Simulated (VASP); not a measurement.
# YB3 (Pmma) in VASP: a series of runs

The runs below take YB3 through single point, relaxation of cell and atoms, with PBE.

Program: VASP 6.6.1. These are calculated values, not measurements. Logs are shortened: lines on timing, memory, paths and dates and some standing lists are left out, and cuts for length are marked.

## (1) The cell of the first run

It takes space group Pmma (No. 51, orthorhombic). The conventional cell has a = 8.237 Å, b = 3.115 Å, c = 3.507 Å, α = 90.00°, β = 90.00°, γ = 90.00°. Y (site symmetry mm2) has 12 B at 2.62 to 2.79 Å and 2 Y at 3.11 Å within 3.5 Å. B (site symmetry m) has 4 B at 1.72 to 1.81 Å within 2.3 Å. Within 2.4 Å of B (site symmetry 2/m) lie 4 B at 1.80 Å.

## (2) Single point, PBE

INCAR

```
SYSTEM = YB3
PREC = Accurate
ENCUT = 520
EDIFF = 1E-6
ISMEAR = 0
SIGMA = 0.1
LREAL = .False.
LASPH = .True.
NELM = 100
ALGO = Normal
ISIF = 2
LWAVE = .False.
LCHARG = .False.
GGA = PE
NBANDS = 30
```

KPOINTS

```
regular mesh
0
Gamma
  6 12 10
  0 0 0
```

POSCAR

```
YB3
1.0
    8.2366817464      0.0000000000      0.0000000000
    0.0000000000      3.1146515308      0.0000000000
    0.0000000000      0.0000000000      3.5065326165
Y B
2 6
Direct
    0.2500000000      0.0000000000      0.9641026967
    0.7500000000      0.0000000000      0.0358973033
    0.5123609982      0.5000000000      0.7569278101
    0.0123609982      0.5000000000      0.2430721899
    0.0000000000      0.0000000000      0.5000000000
    0.5000000000      0.0000000000      0.5000000000
    0.9876390018      0.5000000000      0.7569278101
    0.4876390018      0.5000000000      0.2430721899
```

Potentials or basis: VASP PAW PBE potentials, release 64 (Y_sv, B).

On the command line:

```console
$ cat potpaw_PBE.64/Y_sv/POTCAR potpaw_PBE.64/B/POTCAR > POTCAR
$ mpirun -np 1 vasp_std > vasp.out
```

OUTCAR:

```text
SYSTEM = YB3
   PREC = Accurate
   ENCUT = 520
   EDIFF = 1E-6
   ISMEAR = 0
   LREAL = .False.
   LASPH = .True.
   NELM = 100
   ISIF = 2
   GGA = PE

 ion  position               nearest neighbor table
   1  0.250  0.000  0.964-   5 2.62   6 2.62   4 2.69   8 2.69   4 2.69   8 2.69   3 2.76   7 2.76
                             7 2.76   3 2.76   5 2.79   6 2.79   2 4.13   2 4.13
   2  0.750  0.000  0.036-   5 2.62   6 2.62   3 2.69   7 2.69   3 2.69   7 2.69   4 2.76   4 2.76
                             8 2.76   8 2.76   5 2.79   6 2.79   1 4.13   1 4.13
   3  0.512  0.500  0.757-   8 1.72   6 1.80   6 1.80   8 1.81   2 2.69   2 2.69   1 2.76   1 2.76

   4  0.012  0.500  0.243-   7 1.72   5 1.80   5 1.80   7 1.81   1 2.69   1 2.69   2 2.76   2 2.76

   5  0.000  0.000  0.500-   4 1.80   7 1.80   4 1.80   7 1.80   1 2.62   2 2.62   2 2.79   1 2.79

   6  0.500  0.000  0.500-   3 1.80   8 1.80   3 1.80   8 1.80   1 2.62   2 2.62   2 2.79   1 2.79

   7  0.988  0.500  0.757-   4 1.72   5 1.80   5 1.80   4 1.81   2 2.69   2 2.69   1 2.76   1 2.76

   8  0.488  0.500  0.243-   3 1.72   6 1.80   6 1.80   3 1.81   1 2.69   1 2.69   2 2.76   2 2.76

  LATTYP: Found a simple orthorhombic cell.
 ALAT       =     3.1146515308
 B/A-ratio  =     1.1258185970
 C/A-ratio  =     2.6444954323

  Lattice vectors:

 A1 = (   0.0000000000,   3.1146515308,   0.0000000000)
 A2 = (   0.0000000000,   0.0000000000,   3.5065326165)
 A3 = (   8.2366817464,   0.0000000000,   0.0000000000)

Analysis of symmetry for initial positions (statically):
=====================================================================
 Subroutine PRICEL returns:
 Original cell was already a primitive cell.

 Routine SETGRP: Setting up the symmetry group for a
 simple orthorhombic supercell.

 Subroutine GETGRP returns: Found  8 space group operations
 (whereof  4 operations were pure point group operations)
 out of a pool of  8 trial point group operations.

The static configuration has the point symmetry C_2h.
 The point group associated with its full space group is D_2h.

Analysis of symmetry for dynamics (positions and initial velocities):
=====================================================================
 Subroutine PRICEL returns:
 Original cell was already a primitive cell.

 Routine SETGRP: Setting up the symmetry group for a
 simple orthorhombic supercell.

 Subroutine GETGRP returns: Found  8 space group operations
 (whereof  4 operations were pure point group operations)
 out of a pool of  8 trial point group operations.

The dynamic configuration has the point symmetry C_2h.
 The point group associated with its full space group is D_2h.

 Subroutine INISYM returns: Found  8 space group operations
 (whereof  4 operations are pure point group operations),
 and found     1 'primitive' translations

----------------------------------------------------------------------------------------

                                     Primitive cell

  volume of cell :      89.9580

  direct lattice vectors                    reciprocal lattice vectors
     8.236681746  0.000000000  0.000000000     0.121408114  0.000000000  0.000000000
     0.000000000  3.114651531  0.000000000     0.000000000  0.321063204  0.000000000
     0.000000000  0.000000000  3.506532616     0.000000000  0.000000000  0.285182004

  length of vectors
     8.236681746  3.114651531  3.506532616     0.121408114  0.321063204  0.285182004

  position of ions in fractional coordinates (direct lattice)
     0.250000000  0.000000000  0.964102697
     0.750000000  0.000000000  0.035897303
     0.512360998  0.500000000  0.756927810
     0.012360998  0.500000000  0.243072190
     0.000000000  0.000000000  0.500000000
     0.500000000  0.000000000  0.500000000
     0.987639002  0.500000000  0.756927810
     0.487639002  0.500000000  0.243072190

  ion indices of the primitive-cell ions
   primitive index   ion index
                 1           1
                 2           2
                 3           3
                 4           4
                 5           5
                 6           6
                 7           7
                 8           8

----------------------------------------------------------------------------------------

 KPOINTS: regular mesh

Automatic generation of k-mesh.
 Grid dimensions read from file:
 generate k-points for:    6   12   10

 Generating k-lattice:

  Cartesian coordinates                     Fractional coordinates (reciprocal lattice)
     0.020234686  0.000000000  0.000000000     0.166666667  0.000000000  0.000000000
     0.000000000  0.026755267  0.000000000     0.000000000  0.083333333  0.000000000
     0.000000000  0.000000000  0.028518200     0.000000000  0.000000000  0.100000000

  Length of vectors
     0.020234686  0.026755267  0.028518200

  Shift w.r.t. Gamma in fractional coordinates (k-lattice)
     0.000000000  0.000000000  0.000000000

 Subroutine IBZKPT returns following result:
 ===========================================

 Found    168 irreducible k-points:

 Following reciprocal coordinates:
            Coordinates               Weight
  0.000000  0.000000  0.000000      1.000000
  0.166667  0.000000  0.000000      2.000000
  0.333333  0.000000  0.000000      2.000000
  0.500000  0.000000  0.000000      1.000000
  0.000000  0.083333  0.000000      2.000000
  0.166667  0.083333  0.000000      4.000000
[... 16 lines left out ...]
  0.333333  0.416667  0.000000      4.000000
  0.500000  0.416667  0.000000      2.000000
 [... further k-points ...]
   k-points           NKPTS =    168   k-points in BZ     NKDIM =    168   number of bands    NBANDS=     30
   number of dos      NEDOS =    301   number of ions     NIONS =      8
   total plane-waves  NPLWV =  43008
   dimension x,y,z NGX =    64 NGY =   24 NGZ =   28
   dimension x,y,z NGXF=   128 NGYF=   48 NGZF=   56
   ions per type =               2   6
   NGX,Y,Z   is equivalent  to a cutoff of  12.92, 12.81, 13.27 a.u.
   NGXF,Y,Z  is equivalent  to a cutoff of  25.84, 25.62, 26.55 a.u.
 SYSTEM =  YB3
   PREC   = accura    normal or accurate (medium, high low for compatibility)
   ISTART =      0    job   : 0-new  1-cont  2-samecut
   ICHARG =      2    charge: 1-file 2-atom 10-const
   ISPIN  =      1    spin polarized calculation?
   LNONCOLLINEAR =      F non collinear calculations
   LSORBIT =      F    spin-orbit coupling
   LASPH  =      T    aspherical Exc in radial PAW
   ENCUT  =  520.0 eV  38.22 Ry    6.18 a.u.  15.31  5.79  6.52*2*pi/ulx,y,z
   NELM   =    100;   NELMIN=  2; NELMDL= -5     # of ELM steps
   EDIFF  = 0.1E-05   stopping-criterion for ELM
   LREAL  =      F    real-space projection
   EDIFFG = 0.1E-04   stopping-criterion for IOM
   NSW    =      0    number of steps for IOM
   IBRION =     -1    ionic relax: 0-MD 1-quasi-New 2-CG
   NFREE  =      0    steps in history (QN), initial steepest desc. (CG)
   ISIF   =      2    stress and relaxation
   ISYM   =      2    0-nonsym 1-usesym 2-fastsym
   POTIM  = 0.5000    time-step for ionic-motion
   TEBEG  =    0.0;   TEEND  =   0.0 temperature during run
   PSTRESS=    0.0 pullay stress
   NELECT =      40.0000    total number of electrons
   NUPDOWN=      -1.0000    fix difference up-down
   EMIN   =  10.00;   EMAX   =-10.00  energy-range for DOS
   EFERMI =   0.00;   METHOD = LEGACY
   ISMEAR =     0;   SIGMA  =   0.10  broadening in eV -4-tet -1-fermi 0-gaus
   EFERMI_NEDOS =   21; number of points for ismear=-14 and -15
   IALGO  =     38    algorithm
   IMIX   =      4    mixing-type and parameters
     AMIX     =   0.40;   BMIX     =  1.00
     AMIX_MAG =   1.60;   BMIX_MAG =  1.00
  volume/ion in A,a.u.               =      11.24        75.88
  Fermi-wavevector in a.u.,A,eV,Ry     =   1.249535  2.361278 21.243275  1.561337
  Thomas-Fermi vector in A             =   2.383571
   LORBIT       =      0    0 simple, 1 ext, 2 COOP (PROOUT), +10 PAW based schemes
   GGA     = PE    functional components
   LHFCALC =     F    Hartree Fock is set to
   AEXX    =    0.0000 exact exchange contribution
   IVDW    =     0    specifies the selected vdW correction
   LEPSILON=     F    determine dielectric tensor
   LRPA    =     F    only Hartree local field effects (RPA)
 non-spin polarized calculation
 Gauss-broadening in eV      SIGMA  =   0.10
  energy-cutoff  :      520.00
  volume of cell :       89.96
 maximum number of plane-waves:      2445
 NGX is ok and might be reduce to    64
   NGX = 31   NGY = 11   NGZ = 13

 number of electron      39.9999999 magnetization

 Free energy of the ion-electron system (eV)
  ---------------------------------------------------
  ext. energy  EPLUGINS =         0.00000000
  ---------------------------------------------------
  free energy    TOTEN  =       -54.69126485 eV

  energy without entropy =      -54.68283769  energy(sigma->0) =      -54.68705127

 E-fermi :   5.6929     XC(G=0): -11.2903

 val. band max:        5.6807812472   @ k =   0.3333   0.1667   0.2000
 cond. band min:       5.7088425435   @ k =   0.0000   0.3333   0.3000
 fundamental gap:      0.0280612963
 Fermi energy:         5.6928695119

 k-point     1 :       0.0000    0.0000    0.0000
  band No.  band energies     occupation
      1     -36.1956      2.00000
      2     -36.1898      2.00000
      3     -16.5617      2.00000
      4     -16.3356      2.00000
      5     -16.1313      2.00000
      6     -16.1161      2.00000
[... 22 lines left out ...]
     29      10.6019      0.00000
     30      11.2747      0.00000

 k-point     2 :       0.1667    0.0000    0.0000
  band No.  band energies     occupation
      1     -36.1952      2.00000
      2     -36.1902      2.00000
      3     -16.5472      2.00000
      4     -16.3515      2.00000
      5     -16.1303      2.00000
      6     -16.1171      2.00000
[... 718 lines left out ...]
 k-point    24 :       0.5000    0.4167    0.0000
  band No.  band energies     occupation
      1     -36.0805      2.00000
      2     -36.0805      2.00000
      3     -16.8335      2.00000
      4     -16.8335      2.00000
      5     -16.2500      2.00000
      6     -16.2500      2.00000
[... 22 lines left out ...]
     29      10.9285      0.00000
     30      10.9285      0.00000

 [... further k-points ...]

------------------------ aborting loop because EDIFF is reached ----------------------------------------

  FORCE on cell =-STRESS in cart. coord.  units (eV):
  Direction    XX          YY          ZZ          XY          YZ          ZX
  --------------------------------------------------------------------------------------
  -------------------------------------------------------------------------------------
  Total       -0.0901729     -0.0569581     -0.0438197      0.0000000      0.0000000      0.0000000
  in kB       -1.6060047     -1.0144410     -0.7804409      0.0000000      0.0000000      0.0000000
  external PRESSURE =      -1.1336289 kB  Pullay stress =       0.0000000 kB

 VOLUME and BASIS-vectors are now :
 -----------------------------------------------------------------------------
  energy-cutoff  :      520.00
  volume of cell :       89.96
      direct lattice vectors                 reciprocal lattice vectors
     8.236681746  0.000000000  0.000000000     0.121408114  0.000000000  0.000000000
     0.000000000  3.114651531  0.000000000     0.000000000  0.321063204  0.000000000
     0.000000000  0.000000000  3.506532616     0.000000000  0.000000000  0.285182004

 POSITION                                       TOTAL-FORCE (eV/Angst)
 -----------------------------------------------------------------------------------
      2.05917      0.00000      3.38066         0.000000      0.000000      0.001879
      6.17751      0.00000      0.12588         0.000000     -0.000000     -0.001879
      4.22015      1.55733      2.65419        -0.000474     -0.000000     -0.002633
      0.10181      1.55733      0.85234        -0.000474      0.000000      0.002633
      0.00000      0.00000      1.75327         0.000000      0.000000      0.000000
      4.11834      0.00000      1.75327         0.000000      0.000000      0.000000
      8.13487      1.55733      2.65419         0.000474      0.000000     -0.002633
      4.01653      1.55733      0.85234         0.000474      0.000000      0.002633
 -----------------------------------------------------------------------------------
    total drift:                                0.000000      0.000000      0.000000

  FREE ENERGIE OF THE ION-ELECTRON SYSTEM (eV)
  ---------------------------------------------------
  free  energy   TOTEN  =       -54.6912648452 eV

  energy  without entropy=      -54.6828376872  energy(sigma->0) =      -54.68705127
```

Run time: 5.4 min. Hardware: 1 thread of Intel Xeon Platinum 8259CL at 2.50GHz (Skylake/Cascade Lake), shared host; peak memory 0.49 GiB.

What came out:

```yaml
Free_energy: -54.6913 eV
Pressure: -0.1 GPa
Band_gap_on_the_k_mesh: zero (band 20 reaches 6.51 eV, above the bottom of band 21 at 4.86 eV)
```

Forces in eV/Å, atoms in the order of the input:
```
Y    0.000  0.000  0.002
Y    0.000  0.000 -0.002
B    0.000  0.000 -0.003
B    0.000  0.000  0.003
B    0.000  0.000  0.000
B    0.000  0.000  0.000
B    0.000  0.000 -0.003
B    0.000  0.000  0.003
```

Levels at points of the mesh, in eV from the Fermi level:
```
           k point  band 18  band 19  band 20  band 21  band 22  band 23
(0.00, 0.00, 0.00)    -2.52    -1.48    -0.88     0.02     1.56     1.72
(0.50, 0.00, 0.00)    -3.00    -0.67    -0.67     0.38     0.38     3.16
(0.00, 0.50, 0.00)    -2.60    -1.42     0.21     0.32     0.60     1.12
(0.50, 0.50, 0.00)    -2.30    -1.25    -1.25     0.60     0.60     1.81
(0.00, 0.00, 0.50)    -0.68    -0.11     0.18     1.52     1.94     2.13
(0.50, 0.00, 0.50)    -1.95     0.62     0.62     0.72     0.72     2.67
(0.00, 0.50, 0.50)    -2.37    -1.59    -0.72     0.05     0.19     1.16
(0.50, 0.50, 0.50)    -2.46    -1.10    -1.10    -0.83    -0.83     3.68
```

## (3) Relaxation of cell and atoms, PBE

INCAR

```
ALGO = Normal ; EDIFF = 1E-6
EDIFFG = -0.01 ; ENCUT = 600
GGA = PE ; IBRION = 2
ISIF = 3 ; ISMEAR = 0
LASPH = T ; LCHARG = F
LREAL = F ; LWAVE = F
NELM = 100 ; NSW = 100
PREC = Accurate ; SIGMA = 0.1
```

KPOINTS

```
k-points
0
Gamma
  6 12 10
```

POSCAR

```
YB3
1.0
    8.2714766664      0.0000000000      0.0000000000
    0.0000000000      3.1025016223      0.0000000000
    0.0000000000      0.0000000000      3.5048604201
Y B
2 6
Direct
    0.2500000000      0.0000000000      0.9551201550
    0.7500000000      0.0000000000      0.0448798450
    0.5148370610      0.5000000000      0.7559374950
    0.0148370610      0.5000000000      0.2440625050
    0.0000000000      0.0000000000      0.5000000000
    0.5000000000      0.0000000000      0.5000000000
    0.9851629390      0.5000000000      0.7559374950
    0.4851629390      0.5000000000      0.2440625050
```

Potentials or basis: VASP PAW PBE potentials, release 64 (Y_sv, B).

On the command line:

```console
$ cat potpaw_PBE.64/Y_sv/POTCAR potpaw_PBE.64/B/POTCAR > POTCAR
$ mpirun -np 1 vasp_std > vasp.out
```

Run time: 23 min. Hardware: 1 thread of Intel Xeon 6975P-C (Granite Rapids), shared host; peak memory 0.55 GiB.

Results (log left out):

| Item | Value |
| --- | --- |
| Free energy | -54.6963 eV |
| Relaxed volume | 11.23 Å³/atom |
| Relaxed cell | a = 8.231 Å, b = 3.114 Å, c = 3.506 Å, α = 90.00°, β = 90.00°, γ = 90.00° |
| Space group after relaxing (to 0.05 Å) | Pmma (No. 51) |
| Energy gained by relaxing | 0.4 meV/atom |
| Ionic steps | 14 |
| Pressure after relaxing | 0.0 GPa |
| Largest force after relaxing | 0.005 eV/Å |
| Band gap on the k mesh | zero (band 20 reaches 6.51 eV, above the bottom of band 21 at 4.87 eV) |

Forces in eV/Å, atoms in the order of the input:
```
Y    0.000  0.000 -0.001
Y    0.000  0.000  0.001
B    0.000  0.000 -0.005
B    0.000  0.000  0.005
B    0.000  0.000  0.000
B    0.000  0.000  0.000
B    0.000  0.000 -0.005
B    0.000  0.000  0.005
```

The path:
| step | energy change (eV) | largest force (eV/Å) | pressure (GPa) | volume (Å³) |
| --- | --- | --- | --- | --- |
| 1 | 0.0000 | 0.0497 | -0.26 | 89.94 |
| 2 | -0.0011 | 0.0455 | 0.10 | 89.70 |
| 3 | -0.0011 | 0.0392 | 0.07 | 89.72 |
| 4 | -0.0015 | 0.0378 | 0.03 | 89.72 |
| 5 | -0.0015 | 0.0380 | 0.01 | 89.72 |
| 6 | -0.0018 | 0.0298 | 0.01 | 89.74 |
| 7 | -0.0021 | 0.0285 | -0.01 | 89.78 |
| 8 | -0.0023 | 0.0271 | 0.00 | 89.79 |
| 9 | -0.0027 | 0.0236 | 0.02 | 89.80 |
| 10 | -0.0028 | 0.0285 | 0.06 | 89.84 |
| 11 | -0.0029 | 0.0214 | 0.05 | 89.82 |
| 12 | -0.0030 | 0.0182 | 0.00 | 89.85 |
| 13 | -0.0031 | 0.0096 | -0.13 | 89.95 |
| 14 | -0.0031 | 0.0054 | 0.04 | 89.86 |

Final structure:
```yaml
crystal:
  lattice:
    - [8.23113, 0.00000, 0.00000]
    - [0.00000, 3.11387, 0.00000]
    - [0.00000, 0.00000, 3.50594]
  atoms:
    - { symbol: Y, position: [0.25000, 0.00000, 0.96436] }
    - { symbol: Y, position: [0.75000, 0.00000, 0.03564] }
    - { symbol: B, position: [0.51233, 0.50000, 0.75695] }
    - { symbol: B, position: [0.01233, 0.50000, 0.24305] }
    - { symbol: B, position: [0.00000, 0.00000, 0.50000] }
    - { symbol: B, position: [0.50000, 0.00000, 0.50000] }
    - { symbol: B, position: [0.98767, 0.50000, 0.75695] }
    - { symbol: B, position: [0.48767, 0.50000, 0.24305] }
```

Levels at points of the mesh, in eV from the Fermi level:
```tsv
k point	band 18	band 19	band 20	band 21	band 22	band 23
(0.00, 0.00, 0.00)	-2.52	-1.48	-0.88	0.02	1.57	1.72
(0.50, 0.00, 0.00)	-3.00	-0.67	-0.67	0.38	0.38	3.16
(0.00, 0.50, 0.00)	-2.61	-1.43	0.21	0.31	0.61	1.11
(0.50, 0.50, 0.00)	-2.31	-1.25	-1.25	0.60	0.60	1.81
(0.00, 0.00, 0.50)	-0.69	-0.10	0.18	1.52	1.95	2.13
(0.50, 0.00, 0.50)	-1.95	0.62	0.62	0.72	0.72	2.67
(0.00, 0.50, 0.50)	-2.38	-1.59	-0.71	0.05	0.19	1.16
(0.50, 0.50, 0.50)	-2.46	-1.11	-1.11	-0.83	-0.83	3.68
```
